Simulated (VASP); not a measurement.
# TiSi16 (a cell with a defect) in VASP: single point with PBE

Aim: the single point of TiSi16 (a cell with a defect) with PBE.

All numbers are computed with VASP 6.6.1; they aren't measurements. Logs are shortened: lines on timing, memory, paths and dates and some standing lists are left out, and cuts for length are marked.

### Step 1. The cell of the first run

The cell holds a defect, 17 atoms: a = 7.679 Å, b = 7.679 Å, c = 7.679 Å, α = 60.00°, β = 60.00°, γ = 60.00°.

### Step 2. Single point, PBE

File INCAR:

```
  PREC = Accurate
  ENCUT = 520
  EDIFF = 1E-7
  ISMEAR = -1
  SIGMA = 0.02
  LREAL = Auto
  LASPH = True
  NELM = 100
  ALGO = Normal
  ISIF = 2
  LWAVE = False
  LCHARG = True
  GGA = PE
  LELF = True
  LVHAR = True
  NBANDS = 52
```

File KPOINTS:

```
regular mesh
0
Gamma
  2 2 2
```

File POSCAR:

```
TiSi16
1.0
    0.0000000000      5.4300000000      5.4300000000
    5.4300000000      0.0000000000      5.4300000000
    5.4300000000      5.4300000000      0.0000000000
Si Ti
16 1
Direct
   -0.0001577513      0.0000340135      0.0002514030
    0.1252397974      0.1243102929      0.1337183597
    0.0017822491      0.0007168668      0.5145156625
    0.1203477962      0.1210189912      0.6383254588
   -0.0075763674      0.4975098273      0.0120761032
    0.1247112356      0.6168721156      0.1335685196
    0.0008320585      0.4835447113      0.5146486975
    0.1259947847      0.6177856177      0.6385059847
    0.4982954456     -0.0086576627      0.0119842540
    0.6167030484      0.1242621642      0.1337057203
    0.4830103669      0.0006269126      0.5145271963
    0.6183553431      0.1248687408      0.6383993811
    0.4978677339      0.4974691283      0.0120903968
    0.6222980269      0.6212132979      0.1340412396
    0.4988465537      0.4979337935      0.5042498225
    0.6176220856      0.6177149456      0.6385215892
    0.8707738930      0.8709130436      0.3875167112
```

Potentials or basis: VASP PAW PBE potentials, release 64 (Si, Ti_sv).

Command:

```
cat potpaw_PBE.64/Si/POTCAR potpaw_PBE.64/Ti_sv/POTCAR > POTCAR
mpirun -np 1 vasp_std > vasp.out
```

OUTCAR:

```text
PREC = Accurate
   ENCUT = 520
   EDIFF = 1E-7
   ISMEAR = -1
   LREAL = Auto
   LASPH = True
   NELM = 100
   ISIF = 2
   GGA = PE

 ion  position               nearest neighbor table
   1  1.000  0.000  0.000-   4 2.27  10 2.40   2 2.40   6 2.40  17 2.43
   2  0.125  0.124  0.134-   9 2.34   5 2.34   3 2.39   1 2.40  17 2.76
   3  0.002  0.001  0.515-   4 2.27   2 2.39   8 2.40  12 2.40  17 2.43
   4  0.120  0.121  0.638-   1 2.27   7 2.27  11 2.27   3 2.27
   5  0.992  0.498  0.012-  14 2.32   6 2.34   2 2.34   8 2.34
   6  0.125  0.617  0.134-   5 2.34  13 2.34   7 2.39   1 2.40  17 2.76
   7  0.001  0.484  0.515-   4 2.27   6 2.39  16 2.40   8 2.40  17 2.43
   8  0.126  0.618  0.639-  15 2.34   5 2.34   3 2.40   7 2.40  17 2.75
   9  0.498  0.991  0.012-  14 2.32  10 2.34   2 2.34  12 2.34
  10  0.617  0.124  0.134-   9 2.34  13 2.34  11 2.39   1 2.40  17 2.76
  11  0.483  0.001  0.515-   4 2.27  10 2.39  16 2.40  12 2.40  17 2.43
  12  0.618  0.125  0.638-  15 2.34   9 2.34   3 2.40  11 2.40  17 2.74
  13  0.498  0.497  0.012-  14 2.32   6 2.34  10 2.34  16 2.34
  14  0.622  0.621  0.134-  13 2.32   5 2.32   9 2.32  15 2.32
  15  0.499  0.498  0.504-  14 2.32  16 2.34   8 2.34  12 2.34
  16  0.618  0.618  0.639-  15 2.34  13 2.34  11 2.40   7 2.40  17 2.75
  17  0.871  0.871  0.388-   1 2.43   7 2.43  11 2.43   3 2.43  12 2.74   8 2.75  16 2.75   2 2.76
                            10 2.76   6 2.76

  LATTYP: Found a face centered cubic cell.
 ALAT       =    10.8600000000

  Lattice vectors:

 A1 = (   0.0000000000,   5.4300000000,   5.4300000000)
 A2 = (   5.4300000000,   0.0000000000,   5.4300000000)
 A3 = (   5.4300000000,   5.4300000000,   0.0000000000)

Analysis of symmetry for initial positions (statically):
=====================================================================
 Subroutine PRICEL returns:
 Original cell was already a primitive cell.

 Routine SETGRP: Setting up the symmetry group for a
 face centered cubic supercell.

 Subroutine GETGRP returns: Found  1 space group operations
 (whereof  1 operations were pure point group operations)
 out of a pool of 48 trial point group operations.

The static configuration has the point symmetry C_1 .

Analysis of symmetry for dynamics (positions and initial velocities):
=====================================================================
 Subroutine PRICEL returns:
 Original cell was already a primitive cell.

 Routine SETGRP: Setting up the symmetry group for a
 face centered cubic supercell.

 Subroutine GETGRP returns: Found  1 space group operations
 (whereof  1 operations were pure point group operations)
 out of a pool of 48 trial point group operations.

The dynamic configuration has the point symmetry C_1 .

 Subroutine INISYM returns: Found  1 space group operations
 (whereof  1 operations are pure point group operations),
 and found     1 'primitive' translations

----------------------------------------------------------------------------------------

                                     Primitive cell

  volume of cell :     320.2060

  direct lattice vectors                    reciprocal lattice vectors
     0.000000000  5.430000000  5.430000000    -0.092081031  0.092081031  0.092081031
     5.430000000  0.000000000  5.430000000     0.092081031 -0.092081031  0.092081031
     5.430000000  5.430000000  0.000000000     0.092081031  0.092081031 -0.092081031

  length of vectors
     7.679179644  7.679179644  7.679179644     0.159489025  0.159489025  0.159489025

  position of ions in fractional coordinates (direct lattice)
     0.999842249  0.000034013  0.000251403
     0.125239797  0.124310293  0.133718360
     0.001782249  0.000716867  0.514515663
     0.120347796  0.121018991  0.638325459
     0.992423633  0.497509827  0.012076103
     0.124711236  0.616872116  0.133568520
[... 9 lines left out ...]
     0.617622086  0.617714946  0.638521589
     0.870773893  0.870913044  0.387516711

  ion indices of the primitive-cell ions
   primitive index   ion index
                 1           1
                 2           2
                 3           3
                 4           4
                 5           5
                 6           6
[... 9 lines left out ...]
                16          16
                17          17

----------------------------------------------------------------------------------------

 KPOINTS: regular mesh

Automatic generation of k-mesh.
 Grid dimensions read from file:
 generate k-points for:    2    2    2

 Generating k-lattice:

  Cartesian coordinates                     Fractional coordinates (reciprocal lattice)
    -0.046040516  0.046040516  0.046040516     0.500000000  0.000000000  0.000000000
     0.046040516 -0.046040516  0.046040516     0.000000000  0.500000000  0.000000000
     0.046040516  0.046040516 -0.046040516     0.000000000  0.000000000  0.500000000

  Length of vectors
     0.079744512  0.079744512  0.079744512

  Shift w.r.t. Gamma in fractional coordinates (k-lattice)
     0.000000000  0.000000000  0.000000000

 Subroutine IBZKPT returns following result:
 ===========================================

 Found      8 irreducible k-points:

 Following reciprocal coordinates:
            Coordinates               Weight
  0.000000  0.000000  0.000000      1.000000
  0.500000  0.000000  0.000000      1.000000
  0.000000  0.500000  0.000000      1.000000
  0.000000  0.000000  0.500000      1.000000
  0.500000  0.500000  0.500000      1.000000
  0.500000  0.500000  0.000000      1.000000
  0.000000  0.500000  0.500000      1.000000
  0.500000  0.000000  0.500000      1.000000
   k-points           NKPTS =      8   k-points in BZ     NKDIM =      8   number of bands    NBANDS=     52
   number of dos      NEDOS =    301   number of ions     NIONS =     17
   total plane-waves  NPLWV = 216000
   dimension x,y,z NGX =    60 NGY =   60 NGZ =   60
   dimension x,y,z NGXF=   120 NGYF=  120 NGZF=  120
   ions per type =              16   1
   NGX,Y,Z   is equivalent  to a cutoff of  12.99, 12.99, 12.99 a.u.
   NGXF,Y,Z  is equivalent  to a cutoff of  25.98, 25.98, 25.98 a.u.
 SYSTEM =  unknown system
   PREC   = accura    normal or accurate (medium, high low for compatibility)
   ISTART =      0    job   : 0-new  1-cont  2-samecut
   ICHARG =      2    charge: 1-file 2-atom 10-const
   ISPIN  =      1    spin polarized calculation?
   LNONCOLLINEAR =      F non collinear calculations
   LSORBIT =      F    spin-orbit coupling
   LASPH  =      T    aspherical Exc in radial PAW
   ENCUT  =  520.0 eV  38.22 Ry    6.18 a.u.  14.28 14.28 14.28*2*pi/ulx,y,z
   NELM   =    100;   NELMIN=  2; NELMDL= -5     # of ELM steps
   EDIFF  = 0.1E-06   stopping-criterion for ELM
   LREAL  =      T    real-space projection
   EDIFFG = 0.1E-05   stopping-criterion for IOM
   NSW    =      0    number of steps for IOM
   IBRION =     -1    ionic relax: 0-MD 1-quasi-New 2-CG
   NFREE  =      0    steps in history (QN), initial steepest desc. (CG)
   ISIF   =      2    stress and relaxation
   ISYM   =      2    0-nonsym 1-usesym 2-fastsym
   POTIM  = 0.5000    time-step for ionic-motion
   TEBEG  =    0.0;   TEEND  =   0.0 temperature during run
   PSTRESS=    0.0 pullay stress
   NELECT =      76.0000    total number of electrons
   NUPDOWN=      -1.0000    fix difference up-down
   EMIN   =  10.00;   EMAX   =-10.00  energy-range for DOS
   EFERMI =   0.00;   METHOD = LEGACY
   ISMEAR =    -1;   SIGMA  =   0.02  broadening in eV -4-tet -1-fermi 0-gaus
   EFERMI_NEDOS =   21; number of points for ismear=-14 and -15
   IALGO  =     38    algorithm
   IMIX   =      4    mixing-type and parameters
     AMIX     =   0.40;   BMIX     =  1.00
     AMIX_MAG =   1.60;   BMIX_MAG =  1.00
  volume/ion in A,a.u.               =      18.84       127.11
  Fermi-wavevector in a.u.,A,eV,Ry     =   1.013607  1.915439 13.978610  1.027399
  Thomas-Fermi vector in A             =   2.146786
   LORBIT       =      0    0 simple, 1 ext, 2 COOP (PROOUT), +10 PAW based schemes
   GGA     = PE    functional components
[... 5 lines left out ...]
 non-spin polarized calculation
  energy-cutoff  :      520.00
  volume of cell :      320.21
 maximum number of plane-waves:      8646
 NGX is ok and might be reduce to    60
   NGX = 29   NGY = 29   NGZ = 29

 number of electron      76.0000003 magnetization

 Free energy of the ion-electron system (eV)
  ---------------------------------------------------
  ext. energy  EPLUGINS =         0.00000000
  ---------------------------------------------------
  free energy    TOTEN  =       -92.21343539 eV

  energy without entropy =      -92.18936155  energy(sigma->0) =      -92.20139847

 E-fermi :   6.9305     XC(G=0):  -9.7517

 val. band max:        6.8937858249   @ k =   0.0000   0.5000   0.5000
 cond. band min:       6.9479833395   @ k =   0.0000   0.5000   0.0000
 fundamental gap:      0.0541975147
 Fermi energy:         6.9304905293

 k-point     1 :       0.0000    0.0000    0.0000
  band No.  band energies     occupation
      1     -49.8798      2.00000
      2     -26.2567      2.00000
      3     -26.2559      2.00000
      4     -26.2421      2.00000
      5      -5.7201      2.00000
      6      -3.5228      2.00000
[... 42 lines left out ...]
     49       8.1729      0.00000
     50       8.4757      0.00000

 k-point     2 :       0.5000    0.0000    0.0000
  band No.  band energies     occupation
      1     -49.8798      2.00000
      2     -26.2567      2.00000
      3     -26.2559      2.00000
      4     -26.2421      2.00000
      5      -5.0114      2.00000
      6      -4.8029      2.00000
[... 42 lines left out ...]
     49       9.2737      0.00000
     50       9.8856      0.00000

 k-point     3 :       0.0000    0.5000    0.0000
  band No.  band energies     occupation
      1     -49.8798      2.00000
      2     -26.2567      2.00000
      3     -26.2559      2.00000
      4     -26.2421      2.00000
      5      -5.0111      2.00000
      6      -4.8032      2.00000
[... 254 lines left out ...]
     49       9.8798      0.00000
     50      10.5385      0.00000

 k-point     8 :       0.5000    0.0000    0.5000
  band No.  band energies     occupation
      1     -49.8798      2.00000
      2     -26.2567      2.00000
      3     -26.2559      2.00000
      4     -26.2421      2.00000
      5      -4.6945      2.00000
      6      -4.5971      2.00000
[... 42 lines left out ...]
     49       9.8787      0.00000
     50      10.5350      0.00000
 [bands above 50 left out]

------------------------ aborting loop because EDIFF is reached ----------------------------------------

  FORCE on cell =-STRESS in cart. coord.  units (eV):
  Direction    XX          YY          ZZ          XY          YZ          ZX
  --------------------------------------------------------------------------------------
  -------------------------------------------------------------------------------------
  Total        8.0588989      8.0001837      7.9950265      0.0225989      0.0421746     -0.0157747
  in kB       40.3233688     40.0295823     40.0037778      0.1130756      0.2110239     -0.0789301
  external PRESSURE =      40.1189097 kB  Pullay stress =       0.0000000 kB

 VOLUME and BASIS-vectors are now :
 -----------------------------------------------------------------------------
  energy-cutoff  :      520.00
  volume of cell :      320.21
      direct lattice vectors                 reciprocal lattice vectors
     0.000000000  5.430000000  5.430000000    -0.092081031  0.092081031  0.092081031
     5.430000000  0.000000000  5.430000000     0.092081031 -0.092081031  0.092081031
     5.430000000  5.430000000  0.000000000     0.092081031  0.092081031 -0.092081031

 POSITION                                       TOTAL-FORCE (eV/Angst)
 -----------------------------------------------------------------------------------
      0.00155      5.43051      5.42933         0.039151      0.047926     -0.048671
      1.40110      1.40614      1.35506        -0.022369     -0.024501      0.000375
      2.79771      2.80350      0.01357         0.002319      0.006235     -0.044781
      4.12324      4.11960      1.31062         0.005745     -0.001028      0.001604
      2.76705      5.45443      8.09034        -0.031657      0.022682      0.032542
      4.07489      1.40246      4.02680         0.002154     -0.025852      0.025159
[... 9 lines left out ...]
      6.82136      6.82086      6.70788         0.015640      0.012052      0.040073
      6.83327      6.83252      9.45736        -0.025531     -0.019955      0.020508
 -----------------------------------------------------------------------------------
    total drift:                                0.002128      0.004036     -0.003849

  FREE ENERGIE OF THE ION-ELECTRON SYSTEM (eV)
  ---------------------------------------------------
  free  energy   TOTEN  =       -92.2134353901 eV

  energy  without entropy=      -92.1893615521  energy(sigma->0) =      -92.20139847
```

Run time: 10 min. Hardware: 1 thread of AMD EPYC 7R13, shared host; peak memory 0.47 GiB.

Results:

| Quantity | Value |
| --- | --- |
| Free energy | -92.2134 eV |
| Pressure | 4.0 GPa |
| Largest force | 0.079 eV/Å |
| Band gap on the k mesh | zero (bands 38 and 39 overlap by 0.42 eV) |

Forces on the atoms (eV/Å):
```
Si   0.039  0.048 -0.049
Si  -0.022 -0.025  0.000
Si   0.002  0.006 -0.045
Si   0.006 -0.001  0.002
Si  -0.032  0.023  0.033
Si   0.002 -0.026  0.025
Si   0.038  0.005 -0.006
Si   0.016 -0.041 -0.012
Si   0.023 -0.031  0.031
Si  -0.022  0.000  0.025
Si   0.003  0.044 -0.007
Si  -0.036  0.011 -0.011
Si  -0.032 -0.032 -0.022
Si   0.003  0.003 -0.003
Si   0.022  0.023 -0.023
Si   0.016  0.012  0.040
Ti  -0.026 -0.020  0.021
```

Levels at points of the mesh, in eV from the Fermi level:
```tsv
k point	band 35	band 36	band 37	band 38	band 39	band 40
(0.00, 0.00, 0.00)	-0.99	-0.99	-0.43	-0.40	-0.39	-0.11
(0.50, 0.00, 0.00)	-1.37	-1.37	-0.27	0.02	0.05	0.44
(0.00, 0.50, 0.00)	-1.37	-1.37	-0.28	0.02	0.05	0.44
(0.00, 0.00, 0.50)	-1.37	-1.37	-0.28	0.02	0.03	0.45
(0.50, 0.50, 0.50)	-1.37	-1.37	-0.27	0.03	0.05	0.44
(0.50, 0.50, 0.00)	-2.01	-1.88	-0.70	-0.04	0.57	0.58
(0.00, 0.50, 0.50)	-2.01	-1.88	-0.70	-0.04	0.56	0.58
(0.50, 0.00, 0.50)	-2.01	-1.88	-0.70	-0.04	0.57	0.58
```

Caveat: the k points lie up to 0.50 Å⁻¹ apart.
